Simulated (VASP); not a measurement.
Write the native input for VASP 6.6.1 that does the following.

- Task: single point
- Functional: PBE
- Potentials or basis: VASP PAW PBE potentials, release 64 (Be, Te)
- Cutoff: 600 eV
- k mesh: 6 × 6 × 6
- Occupations: gaussian, width 0.01 eV
- Spin: no spin polarisation
- Dipole correction: no
- Further INCAR settings: ALGO = Normal; EDIFF = 1e-06; NBANDS = 11

The structure of BeTe lies in POSCAR:

```
BeTe
1.0
    0.0000000000      2.7740647901      2.7740647901
    2.7740647901      0.0000000000      2.7740647901
    2.7740647901      2.7740647901      0.0000000000
Be Te
1 1
Direct
    0.0000000000      0.0000000000      0.0000000000
    0.2500000000      0.2500000000      0.2500000000
```

This cell differs from its parent crystal: volume changed by -6%.

One way to write it, as run:

INCAR

```
ALGO = Normal ; EDIFF = 1E-6
ENCUT = 600 ; GGA = PE
GGA_COMPAT = F ; ISIF = 2
ISMEAR = 0 ; LASPH = T
LCHARG = F ; LREAL = F
LWAVE = F ; NBANDS = 11
NELM = 120 ; PREC = Accurate
SIGMA = 0.01
```

KPOINTS

```
k-points
0
Gamma
  6 6 6
```

Potentials or basis: VASP PAW PBE potentials, release 64 (Be, Te).

Command:

```sh
$ cat potpaw_PBE.64/Be/POTCAR potpaw_PBE.64/Te/POTCAR > POTCAR
$ mpirun -np 1 vasp_std > vasp.out
```

It gave:

| Property | Result |
| --- | --- |
| Pressure | 4.2 GPa |
| Band gap on the k mesh | 1.86 eV, indirect (least direct gap 3.57 eV) |

Caveat: spin-orbit coupling is left out, which moves the levels of the heavy elements.

It took 9.1 s on 1 thread of Intel(R) Xeon(R) Platinum 8375C CPU @ 2.90GHz (Ice Lake), with other jobs on the host, peak memory 0.17 GiB.
